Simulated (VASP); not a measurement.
# AlAu4 (Cm) in VASP: single point with PBEsol

Aim: the single point of AlAu4 with PBEsol.

All numbers are computed with VASP 6.6.1; they aren't measurements. Logs are shortened: lines on timing, memory, paths and dates and some standing lists are left out, and cuts for length are marked.

**1. The cell of the first run**

Symmetry: Cm, No. 8, monoclinic system. Conventional cell: a = 4.938 Å, b = 3.388 Å, c = 10.778 Å, α = 90.00°, β = 94.45°, γ = 90.00°. Al (site symmetry m) has 6 Au at 2.55 to 2.76 Å and 6 Al at 2.99 to 3.39 Å within 3.4 Å. Au (site symmetry m) has 3 Al at 2.55 to 2.58 Å and 9 Au at 2.89 to 3.39 Å within 3.4 Å. Within 3.8 Å of Au (site symmetry m) lie 13 Au at 2.89 to 3.80 Å. Au (site symmetry m) has 12 Au at 2.92 to 3.39 Å within 3.8 Å. Au (site symmetry m) has 3 Al at 2.70 to 2.76 Å and 9 Au at 2.93 to 3.39 Å within 3.6 Å.

**2. Single point, PBEsol (strained and its atoms moved)**

The input, INCAR:

```
SYSTEM = AlAu4
PREC     = Accurate       ! precision mode
ENCUT    = 520            ! plane-wave cutoff, eV
EDIFF    = 1E-6           ! SCF threshold, eV
ISMEAR   = 0              ! smearing method
SIGMA    = 0.1            ! smearing width, eV
LREAL    = .False.        ! projectors in reciprocal space
LASPH    = .True.         ! aspherical terms in the spheres
NELM     = 100            ! most SCF steps
ALGO     = Fast           ! electronic algorithm
ISIF     = 2              ! what is computed and relaxed
LWAVE    = .False.        ! write WAVECAR
LCHARG   = .True.         ! write CHGCAR
GGA      = PS             ! functional
LELF     = .True.         ! ELF
LVHAR    = .True.       
NBANDS   = 32             ! bands
```

The input, KPOINTS:

```
regular mesh
0
Gamma
  12 12 4
  0 0 0
```

The input, POSCAR:

```
AlAu4
1.0
    2.4689418016     -1.6940420651      0.0168275221
    2.4689418016      1.6940420651      0.0168275221
   -0.9093598834      0.0000000000     10.7398796374
Al Au
1 4
Direct
    0.0055616700      0.0055616700     -0.0093908677
    0.6145433063      0.6145433063      0.8213290317
    0.1949355673      0.1949355673      0.6100733451
    0.7947107627      0.7947107627      0.3958047145
    0.3902486937      0.3902486937      0.1821837764
```

Potentials or basis: VASP PAW PBE potentials, release 64 (Al, Au).

On the command line:

```
cat potpaw_PBE.64/Al/POTCAR potpaw_PBE.64/Au/POTCAR > POTCAR
mpirun -np 1 vasp_std > vasp.out
```

OUTCAR:

```text
SYSTEM = AlAu4
   PREC = Accurate
   ENCUT = 520
   EDIFF = 1E-6
   ISMEAR = 0
   LREAL = .False.
   LASPH = .True.
   NELM = 100
   ISIF = 2
   GGA = PS

 ion  position               nearest neighbor table
   1  0.006  0.006  0.991-   2 2.55   2 2.58   2 2.58   5 2.70   5 2.76   5 2.76
   2  0.615  0.615  0.821-   1 2.55   1 2.58   1 2.58   3 2.89   3 2.89   3 2.96
   3  0.195  0.195  0.610-   2 2.89   2 2.89   4 2.92   4 2.94   4 2.94   2 2.96
   4  0.795  0.795  0.396-   3 2.92   5 2.93   5 2.93   5 2.93   3 2.94   3 2.94
   5  0.390  0.390  0.182-   1 2.70   1 2.76   1 2.76   4 2.93   4 2.93   4 2.93

  LATTYP: Found a base centered monoclinic cell.
 ALAT       =     4.9379982929
 B/A-ratio  =     0.6861250104
 C/A-ratio  =     2.1827284252
 COS(beta)  =    -0.0775762543

  Lattice vectors:

 A1 = (   2.4689418016,  -1.6940420651,   0.0168275221)
 A2 = (   2.4689418016,   1.6940420651,   0.0168275221)
 A3 = (  -0.9093598834,   0.0000000000,  10.7398796374)

Analysis of symmetry for initial positions (statically):
=====================================================================
 Subroutine PRICEL returns:
 Original cell was already a primitive cell.

 Routine SETGRP: Setting up the symmetry group for a
 base centered monoclinic supercell.

 Subroutine GETGRP returns: Found  2 space group operations
 (whereof  2 operations were pure point group operations)
 out of a pool of  4 trial point group operations.

The static configuration has the point symmetry C_1h.

Analysis of symmetry for dynamics (positions and initial velocities):
=====================================================================
 Subroutine PRICEL returns:
 Original cell was already a primitive cell.

 Routine SETGRP: Setting up the symmetry group for a
 base centered monoclinic supercell.

 Subroutine GETGRP returns: Found  2 space group operations
 (whereof  2 operations were pure point group operations)
 out of a pool of  4 trial point group operations.

The dynamic configuration has the point symmetry C_1h.

 Subroutine INISYM returns: Found  2 space group operations
 (whereof  2 operations are pure point group operations),
 and found     1 'primitive' translations

----------------------------------------------------------------------------------------

                                     Primitive cell

  volume of cell :      89.8908

  direct lattice vectors                    reciprocal lattice vectors
     2.468941802 -1.694042065  0.016827522     0.202399109 -0.295152057  0.017137402
     2.468941802  1.694042065  0.016827522     0.202399109  0.295152057  0.017137402
    -0.909359883  0.000000000 10.739879637    -0.000634248  0.000000000  0.093057210

  length of vectors
     2.994283771  2.994283771 10.778309238     0.358292934  0.358292934  0.093059372

  position of ions in fractional coordinates (direct lattice)
     0.005561670  0.005561670  0.990609132
     0.614543306  0.614543306  0.821329032
     0.194935567  0.194935567  0.610073345
     0.794710763  0.794710763  0.395804715
     0.390248694  0.390248694  0.182183776

  ion indices of the primitive-cell ions
   primitive index   ion index
                 1           1
                 2           2
                 3           3
                 4           4
                 5           5

----------------------------------------------------------------------------------------

 KPOINTS: regular mesh

Automatic generation of k-mesh.
 Grid dimensions read from file:
 generate k-points for:   12   12    4

 Generating k-lattice:

  Cartesian coordinates                     Fractional coordinates (reciprocal lattice)
     0.016866592 -0.024596005  0.001428117     0.083333333 -0.000000000  0.000000000
     0.016866592  0.024596005  0.001428117    -0.000000000  0.083333333  0.000000000
    -0.000158562  0.000000000  0.023264303     0.000000000  0.000000000  0.250000000

  Length of vectors
     0.029857744  0.029857744  0.023264843

  Shift w.r.t. Gamma in fractional coordinates (k-lattice)
     0.000000000  0.000000000  0.000000000

 Subroutine IBZKPT returns following result:
 ===========================================

 Found    164 irreducible k-points:

 Following reciprocal coordinates:
            Coordinates               Weight
  0.000000  0.000000  0.000000      1.000000
  0.083333  0.000000  0.000000      4.000000
  0.166667 -0.000000  0.000000      4.000000
  0.250000  0.000000 -0.000000      4.000000
  0.333333 -0.000000  0.000000      4.000000
  0.416667 -0.000000  0.000000      4.000000
[... 16 lines left out ...]
  0.500000  0.166667 -0.000000      4.000000
 -0.416667  0.166667 -0.000000      4.000000
 [... further k-points ...]
   k-points           NKPTS =    164   k-points in BZ     NKDIM =    164   number of bands    NBANDS=     32
   number of dos      NEDOS =    301   number of ions     NIONS =      5
   total plane-waves  NPLWV =  46080
   dimension x,y,z NGX =    24 NGY =   24 NGZ =   80
   dimension x,y,z NGXF=    48 NGYF=   48 NGZF=  160
   ions per type =               1   4
   NGX,Y,Z   is equivalent  to a cutoff of  13.33, 13.33, 12.34 a.u.
   NGXF,Y,Z  is equivalent  to a cutoff of  26.65, 26.65, 24.68 a.u.
 SYSTEM =  AlAu4
   PREC   = accura    normal or accurate (medium, high low for compatibility)
   ISTART =      0    job   : 0-new  1-cont  2-samecut
   ICHARG =      2    charge: 1-file 2-atom 10-const
   ISPIN  =      1    spin polarized calculation?
   LNONCOLLINEAR =      F non collinear calculations
   LSORBIT =      F    spin-orbit coupling
   LASPH  =      T    aspherical Exc in radial PAW
   ENCUT  =  520.0 eV  38.22 Ry    6.18 a.u.   5.57  5.57 20.04*2*pi/ulx,y,z
   NELM   =    100;   NELMIN=  2; NELMDL= -5     # of ELM steps
   EDIFF  = 0.1E-05   stopping-criterion for ELM
   LREAL  =      F    real-space projection
   EDIFFG = 0.1E-04   stopping-criterion for IOM
   NSW    =      0    number of steps for IOM
   IBRION =     -1    ionic relax: 0-MD 1-quasi-New 2-CG
   NFREE  =      0    steps in history (QN), initial steepest desc. (CG)
   ISIF   =      2    stress and relaxation
   ISYM   =      2    0-nonsym 1-usesym 2-fastsym
   POTIM  = 0.5000    time-step for ionic-motion
   TEBEG  =    0.0;   TEEND  =   0.0 temperature during run
   PSTRESS=    0.0 pullay stress
   NELECT =      47.0000    total number of electrons
   NUPDOWN=      -1.0000    fix difference up-down
   EMIN   =  10.00;   EMAX   =-10.00  energy-range for DOS
   EFERMI =   0.00;   METHOD = LEGACY
   ISMEAR =     0;   SIGMA  =   0.10  broadening in eV -4-tet -1-fermi 0-gaus
   EFERMI_NEDOS =   21; number of points for ismear=-14 and -15
   IALGO  =     68    algorithm
   IMIX   =      4    mixing-type and parameters
     AMIX     =   0.40;   BMIX     =  1.00
     AMIX_MAG =   1.60;   BMIX_MAG =  1.00
  volume/ion in A,a.u.               =      17.98       121.32
  Fermi-wavevector in a.u.,A,eV,Ry     =   1.318871  2.492306 23.666270  1.739422
  Thomas-Fermi vector in A             =   2.448810
   LORBIT       =      0    0 simple, 1 ext, 2 COOP (PROOUT), +10 PAW based schemes
   GGA     = PS    functional components
   LHFCALC =     F    Hartree Fock is set to
   AEXX    =    0.0000 exact exchange contribution
   IVDW    =     0    specifies the selected vdW correction
   LEPSILON=     F    determine dielectric tensor
   LRPA    =     F    only Hartree local field effects (RPA)
 non-spin polarized calculation
 RMM-DIIS sequential band-by-band and
 Gauss-broadening in eV      SIGMA  =   0.10
  energy-cutoff  :      520.00
  volume of cell :       89.89
 maximum number of plane-waves:      2456
 NGX is ok and might be reduce to    24
   NGX = 11   NGY = 11   NGZ = 39

 number of electron      47.0000004 magnetization

 Free energy of the ion-electron system (eV)
  ---------------------------------------------------
  ext. energy  EPLUGINS =         0.00000000
  ---------------------------------------------------
  free energy    TOTEN  =       -20.30205176 eV

  energy without entropy =      -20.29409654  energy(sigma->0) =      -20.29807415

 E-fermi :   8.2119     XC(G=0): -12.0234

 val. band max:        8.2040614799   @ k =   0.5000   0.0833   0.5000
 cond. band min:       8.2148193381   @ k =   0.5000   0.2500   0.5000
 fundamental gap:      0.0107578581
 Fermi energy:         8.2118984114

 k-point     1 :       0.0000    0.0000    0.0000
  band No.  band energies     occupation
      1      -2.0078      2.00000
      2      -0.0202      2.00000
      3       0.3338      2.00000
      4       1.7058      2.00000
      5       1.9644      2.00000
      6       2.5197      2.00000
[... 24 lines left out ...]
     31      18.7316      0.00000
     32      20.8651      0.00000

 k-point     2 :       0.0833    0.0000    0.0000
  band No.  band energies     occupation
      1      -1.8655      2.00000
      2       0.1342      2.00000
      3       0.4658      2.00000
      4       1.8101      2.00000
      5       2.0584      2.00000
      6       2.5426      2.00000
[... 24 lines left out ...]
     31      19.2301      0.00000
     32      20.3366      0.00000

 k-point     3 :       0.1667   -0.0000    0.0000
  band No.  band energies     occupation
      1      -1.4540      2.00000
      2       0.5456      2.00000
      3       0.8322      2.00000
      4       2.0443      2.00000
      5       2.2826      2.00000
      6       2.6155      2.00000
[... 24 lines left out ...]
     31      18.1538      0.00000
     32      19.3258      0.00000

 k-point     4 :       0.2500    0.0000   -0.0000
  band No.  band energies     occupation
      1      -0.8240      2.00000
      2       1.0006      2.00000
      3       1.3498      2.00000
      4       2.1664      2.00000
      5       2.4004      2.00000
      6       2.7513      2.00000
[... 654 lines left out ...]
     31      15.9230      0.00000
     32      16.5078      0.00000

 k-point    23 :       0.5000    0.1667   -0.0000
  band No.  band energies     occupation
      1       1.0362      2.00000
      2       1.7802      2.00000
      3       2.1277      2.00000
      4       2.3460      2.00000
      5       2.4580      2.00000
      6       2.6031      2.00000
[... 24 lines left out ...]
     31      14.2062      0.00000
     32      16.3850      0.00000

 k-point    24 :      -0.4167    0.1667   -0.0000
  band No.  band energies     occupation
      1       1.1749      2.00000
      2       1.6978      2.00000
      3       2.0886      2.00000
      4       2.3514      2.00000
      5       2.5006      2.00000
      6       2.6718      2.00000
[... 24 lines left out ...]
     31      13.9024      0.00000
     32      15.8774      0.00000

 [... further k-points ...]

------------------------ aborting loop because EDIFF is reached ----------------------------------------

  FORCE on cell =-STRESS in cart. coord.  units (eV):
  Direction    XX          YY          ZZ          XY          YZ          ZX
  --------------------------------------------------------------------------------------
  -------------------------------------------------------------------------------------
  Total       -4.3543109     -3.9446719     -4.3762035      0.0000000      0.0000000     -0.4700561
  in kB      -77.6095225    -70.3082774    -77.9997273      0.0000000      0.0000000     -8.3780953
  external PRESSURE =     -75.3058424 kB  Pullay stress =       0.0000000 kB

 VOLUME and BASIS-vectors are now :
 -----------------------------------------------------------------------------
  energy-cutoff  :      520.00
  volume of cell :       89.89
      direct lattice vectors                 reciprocal lattice vectors
     2.468941802 -1.694042065  0.016827522     0.202399109 -0.295152057  0.017137402
     2.468941802  1.694042065  0.016827522     0.202399109  0.295152057  0.017137402
    -0.909359883  0.000000000 10.739879637    -0.000634248  0.000000000  0.093057210

 POSITION                                       TOTAL-FORCE (eV/Angst)
 -----------------------------------------------------------------------------------
     -0.87336      0.00000     10.63921         0.060473      0.000000      0.903853
      2.28766      0.00000      8.84166         0.045064      0.000000     -0.399941
      0.40779      0.00000      6.55867         0.023756      0.000000     -0.315825
      3.56426      0.00000      4.27764        -0.003816      0.000000      0.187029
      1.76133      0.00000      1.96977        -0.125476      0.000000     -0.375117
 -----------------------------------------------------------------------------------
    total drift:                                0.000012      0.000000     -0.000359

  FREE ENERGIE OF THE ION-ELECTRON SYSTEM (eV)
  ---------------------------------------------------
  free  energy   TOTEN  =       -20.3020517641 eV

  energy  without entropy=      -20.2940965437  energy(sigma->0) =      -20.29807415
```

Run time: 6.8 min. Hardware: 1 thread of Intel Xeon 6975P-C, shared host; peak memory 0.48 GiB.

Results:

| Quantity | Value |
| --- | --- |
| Free energy | -20.3021 eV |
| Pressure | -7.5 GPa |
| Largest force | 0.906 eV/Å |

Forces in eV/Å, atoms in the order of the input:
```
Al   0.060  0.000  0.904
Au   0.045  0.000 -0.400
Au   0.024  0.000 -0.316
Au  -0.004  0.000  0.187
Au  -0.125  0.000 -0.375
```

Levels at points of the mesh, in eV from the Fermi level:
```csv
k point,band 20,band 21,band 22,band 23,band 24,band 25,band 26,band 27,band 28,band 29
"(0.00, 0.00, 0.00)",-3.11,-2.60,-2.33,-2.22,-2.19,-2.10,5.99,6.20,8.58,9.09
"(0.50, 0.00, 0.00)",-2.13,-2.10,-1.67,-0.98,-0.20,-0.08,0.47,3.26,4.10,4.60
"(0.50, 0.50, 0.00)",-1.79,-1.25,-0.97,0.74,0.85,1.24,2.23,3.03,3.35,5.41
"(0.00, 0.00, 0.50)",-3.17,-3.11,-2.60,-2.22,-2.20,-0.24,3.52,8.54,9.12,9.34
"(0.50, 0.00, 0.50)",-2.12,-1.69,-1.45,-0.60,-0.32,0.10,0.43,2.26,3.37,5.84
"(0.50, 0.50, 0.50)",-1.80,-1.67,-0.84,0.23,1.22,1.50,1.90,3.59,3.71,4.27
```

Caveat: the cell differs from its parent crystal (strained and its atoms moved); the PAW data sets were made with another functional, which shifts forces and pressure a little; spin-orbit coupling is left out, which moves the levels of the heavy elements.
